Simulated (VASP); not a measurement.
## AlP: single point with PBE

AlP:

```xyz
2
Lattice="0.0000 2.6946 2.6946 2.6946 0.0000 2.6946 2.6946 2.6946 0.0000" Properties=species:S:1:pos:R:3 pbc="T T T"
Al    0.0000    0.0000    0.0000
P     1.3473    1.3473    1.3473
```

```
Program                : VASP 6.6.1
Task                   : single point
Functional             : PBE
Potentials or basis    : VASP PAW PBE potentials, release 64 (Al, P)
Cutoff                 : 500 eV
k mesh                 : 6 × 6 × 6
Occupations            : gaussian, width 0.01 eV
Spin                   : no spin polarisation
Dipole correction      : no
Further INCAR settings : ALGO = Normal; EDIFF = 1e-06; NBANDS = 11
```

```
Pressure               : 6.1 GPa
Band gap on the k mesh : 1.50 eV, indirect (least direct gap 3.64 eV)
```

Levels at points of the mesh, in eV from the valence-band top:
| k point | band 2 | band 3 | band 4 | band 5 | band 6 | band 7 |
| --- | --- | --- | --- | --- | --- | --- |
| (0.00, 0.00, 0.00) | 0.00 | 0.00 | 0.00 | 3.64 | 4.61 | 4.61 |
| (0.50, 0.00, 0.00) | -5.71 | -0.79 | -0.79 | 2.96 | 4.83 | 4.83 |
| (0.50, 0.50, 0.00) | -5.44 | -2.19 | -2.19 | 1.50 | 2.45 | 11.41 |

It took 13 s on 1 thread of Intel(R) Xeon(R) Platinum 8259CL CPU @ 2.50GHz (Skylake/Cascade Lake), with other jobs on the host, peak memory 0.14 GiB.

A k mesh can miss the band edges.
